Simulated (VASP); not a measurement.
A run of VASP 6.6.1:

INCAR

```
  ALGO = Normal
  EDIFF = 1E-6
  ENCUT = 520
  GGA = CA
  ISIF = 2
  ISMEAR = 1
  LASPH = T
  LCHARG = F
  LREAL = F
  LWAVE = F
  NBANDS = 16
  NELM = 80
  PREC = Accurate
  SIGMA = 0.15
```

The input KPOINTS:

```
k-points
0
Gamma
  7 7 7
```

Contents of POSCAR:

```
YS
1.0
    0.0000000000      2.7663258217      2.7663258217
    2.7663258217      0.0000000000      2.7663258217
    2.7663258217      2.7663258217      0.0000000000
Y S
1 1
Direct
    0.5000000000      0.5000000000      0.5000000000
    0.0000000000      0.0000000000      0.0000000000
```

Potentials or basis: VASP PAW LDA potentials, release 64 (Y_sv, S).

Run with:

```console
$ cat potpaw_LDA.64/Y_sv/POTCAR potpaw_LDA.64/S/POTCAR > POTCAR
$ mpirun -np 1 vasp_std > vasp.out
```

Hardware: 1 thread of Intel(R) Xeon(R) Platinum 8488C (Sapphire Rapids), on a shared host.

Problem. Estimate the wall time of this run.

Solution. Wall time 16 s on 1 thread of Intel(R) Xeon(R) Platinum 8488C (Sapphire Rapids) (shared host), peak memory 0.16 GiB. Counts: scf iterations 13, k points 20.
